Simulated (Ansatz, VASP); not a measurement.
NaI in VASP and in Ansatz

```
Na I
1.0
    -0.21210    3.46927    3.46927
     3.46927   -0.21210    3.46927
     3.46927    3.46927   -0.21210
Na I
1 1
Cartesian
  -0.0499 -0.0499 -0.0499
  1.7315 1.7315 1.7315
```

Change from the starting cell: epitaxial_111 strain +3.9%.

Alike in both runs: task single point; functional r2SCAN; k mesh 6 × 6 × 6; no spin polarisation.

```csv
,VASP,Ansatz
version,VASP 6.6.1,Ansatz 0.2.0
potentials or method,"VASP PAW PBE potentials, release 64 (Na_pv, I)","plane waves, PAW"
plane-wave cutoff (eV),520,500
occupations,"gaussian, width 0.01 eV",fixed
valence electrons in the cell,14,26
```

Ansatz gave:

* gap on the k mesh at the Fermi level (eV): 4.18
* pressure (GPa): -0.3
* traceless stress, the component that is largest in VASP (GPa): 0.17

Task: What did VASP give for the same quantities?

Result: gap on the k mesh at the Fermi level (eV): 4.18; pressure (GPa): -0.4; traceless stress, the component that is largest in VASP (GPa): 0.17.

VASP's potentials were made for PBE, not for r2SCAN. VASP's potentials hold 14 valence electrons a cell and Ansatz's 26, so a difference there can come from the potentials and not from the codes.

Neither program's run includes spin-orbit coupling.
